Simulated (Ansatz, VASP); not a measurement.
# Mn in VASP and in Ansatz

File INCAR:

```
SYSTEM = Mn
  PREC = Accurate
  ENCUT = 500
  EDIFF = 1E-6
  ISMEAR = 0
  SIGMA = 0.1
  LREAL = .False.
  LASPH = .True.
  NELM = 200
  ALGO = Normal
  ISIF = 2
  LWAVE = .False.
  LCHARG = .False.
  ISPIN = 2
  MAGMOM = 4
  LORBIT = 11
  LMAXMIX = 4
  GGA = PE
  NBANDS = 16
  GGA_COMPAT = .False.
```

KPOINTS

```
regular mesh
0
Gamma
  8 8 8
  0 0 0
```

Contents of POSCAR:

```
Mn
1.0
    0.0000000000      1.9166499790      1.9166499790
    1.9166499790      0.0000000000      1.9166499790
    1.9166499790      1.9166499790      0.0000000000
Mn
1
Direct
    0.0000000000      0.0000000000      0.0000000000
```

Input for Ansatz:

```yaml
crystal:
  lattice:
    - [0.0, 1.916649979, 1.916649979]
    - [1.916649979, 0.0, 1.916649979]
    - [1.916649979, 1.916649979, 0.0]
  atoms:
    - { symbol: Mn, position: [0.0, 0.0, 0.0], spin: 4.0 }
basis:
  ecutwfc: 420
kpoints:
  mp_grid: { grid: [8, 8, 8] }
hamiltonian:
  xc: pbe
scf:
  occupations: { method: gaussian, width: 0.1 }
  lower_state_search: "off"
output:
  forces: true
  stress: true
  eigenvalues: true
  populations: true
magnetization:
  spin_polarized: true
```

Alike in both runs: task single point; functional PBE; k mesh 8 × 8 × 8; occupations gaussian, width 0.1 eV; collinear spin.

```csv
,VASP,Ansatz
version,VASP 6.6.1,Ansatz 0.2.0
potentials or method,"VASP PAW PBE potentials, release 64 (Mn_pv), cutoff 500 eV","scalar-relativistic, plane waves, PAW"
valence electrons in the cell,13,15
```

```tsv
	VASP	Ansatz	Ansatz less VASP
gap on the k mesh at the Fermi level (eV)	none	none	-
pressure (GPa)	-22.1	-28.5	-6.42
net moment per atom (μB)	2.17	1.75	-0.423
size of the moment on the site where the two differ most (μB)	2.16	1.75	-0.403
```

The net moments are unlike, so the other rows may belong to different states. Site moments also hang on the region over which each program counts them. A gap of «none» marks a metal or a gap that the smearing closes. VASP's potentials hold 13 valence electrons a cell and Ansatz's 15, so a difference there can come from the potentials and not from the codes.
